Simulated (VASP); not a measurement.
Write the native input for VASP 6.6.1 that does the following.

- Task: single point
- Functional: PBE
- Potentials or basis: VASP PAW PBE potentials, release 64 (Ti_sv, C)
- Cutoff: 520 eV
- k mesh: 4 × 4 × 4
- Occupations: fermi-dirac, width 0.06 eV
- Spin: no spin polarisation
- Dipole correction: no
- Further INCAR settings: ALGO = Normal; EDIFF = 1e-07; NBANDS = 15

The structure of TiC lies in POSCAR:

```
TiC
1.0
    0.0000000000      2.1657188437      2.1657188437
    2.1657188437      0.0000000000      2.1657188437
    2.1657188437      2.1657188437      0.0000000000
Ti C
1 1
Direct
    0.0000000000      0.0000000000      0.0000000000
    0.5000000000      0.5000000000      0.5000000000
```

The input as run:

INCAR

```
PREC = Accurate ; ENCUT = 520
EDIFF = 1E-7 ; ISMEAR = -1
SIGMA = 0.06 ; LREAL = F
LASPH = T ; NELM = 60
ALGO = Normal ; ISIF = 2
LWAVE = F ; LCHARG = T
GGA = PE ; LELF = T
LVHAR = T ; NBANDS = 15
```

KPOINTS

```
regular mesh
0
Gamma
  4 4 4
```

Potentials or basis: VASP PAW PBE potentials, release 64 (Ti_sv, C).

Command:

```sh
$ cat potpaw_PBE.64/Ti_sv/POTCAR potpaw_PBE.64/C/POTCAR > POTCAR
$ mpirun -np 1 vasp_std > vasp.out
```

It gave:

- Pressure: -0.3 GPa
- Band gap on the k mesh: zero (band 8 reaches 10.14 eV, above the bottom of band 9 at 8.99 eV)

Caveat: the k points lie up to 0.63 Å⁻¹ apart.

Run time: 4.1 s on 1 thread of Intel Xeon 6975P-C, with other jobs on the host, peak memory 0.13 GiB.
